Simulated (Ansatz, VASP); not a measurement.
This is a calculation of SiC for VASP 6.6.1.

File INCAR:

```
ALGO = Normal
EDIFF = 1E-7
EDIFFG = -0.01
ENCUT = 600
GGA = VW
IBRION = 2
ISIF = 3
ISMEAR = -1
LASPH = True
LCHARG = False
LREAL = False
LWAVE = False
NELM = 100
NSW = 60
PREC = Accurate
SIGMA = 0.05
```

The input KPOINTS:

```
k-points
0
Gamma
  10 10 5
```

Contents of POSCAR:

```
SiC
1.0
    3.0760000000      0.0000000000      0.0000000000
   -1.5380000000      2.6638941420      0.0000000000
    0.0000000000      0.0000000000      5.0480000000
Si C
2 2
Direct
    0.6666666667      0.3333333333      0.5000000000
    0.3333333333      0.6666666667      0.0000000000
    0.6666666667      0.3333333333      0.8850000000
    0.3333333333      0.6666666667      0.3850000000
```

Potentials or basis: VASP PAW PBE potentials, release 64 (Si, C).

The run is started by

```console
$ cat potpaw_PBE.64/Si/POTCAR potpaw_PBE.64/C/POTCAR > POTCAR
$ mpirun -np 1 vasp_std > vasp.out
```

Problem. Set up the same calculation for Ansatz 0.2.0. Potentials there: Ansatz PAW.

Solution. As run (the cutoff follows the program's own potentials):

Contents of input.yaml:

```yaml
crystal:
  lattice:
    - [3.076, 0.0, 0.0]
    - [-1.538, 2.663894142, 0.0]
    - [0.0, 0.0, 5.048]
  atoms:
    - { symbol: Si, position: [0.6666666667, 0.3333333333, 0.5] }
    - { symbol: Si, position: [0.3333333333, 0.6666666667, 0.0] }
    - { symbol: C, position: [0.6666666667, 0.3333333333, 0.885] }
    - { symbol: C, position: [0.3333333333, 0.6666666667, 0.385] }
hamiltonian:
  xc: { exchange: slater, correlation: vwn5 }
  pseudopotentials: { kind: paw }
kpoints:
  mp_grid: { grid: [10, 10, 5] }
scf:
  occupations: { method: fermi_dirac, width: 0.05 }
output:
  forces: true
  stress: true
relax:
  f_tol: 0.01
  max_steps: 40
  cell: { stress_tol: 0.05 }
```

Potentials or basis: Ansatz PAW.

Command:

```bash
$ ansatz run input.yaml --threads 2 --pin off --max-ram 5120MiB --backend cpu --events-out ev --progress --plain --runs-dir out
```

Both were run:

|  | VASP | Ansatz | Ansatz less VASP |
| --- | --- | --- | --- |
| relaxed volume (Å³/atom) | 10.19 | 10.14 | -0.055 |
| relaxed cell length with the largest relative difference (Å) | 5.024 | 5.015 | -0.0095 |

VASP's potentials were made for PBE, not for SVWN5.

Noted on Ansatz's run: odd divisions of the mesh miss points on the zone boundary, where band edges often lie, so the gap on the mesh can be too wide; the plane-wave basis is chosen anew once the cell has moved, so the energies of steps on either side of that aren't comparable.
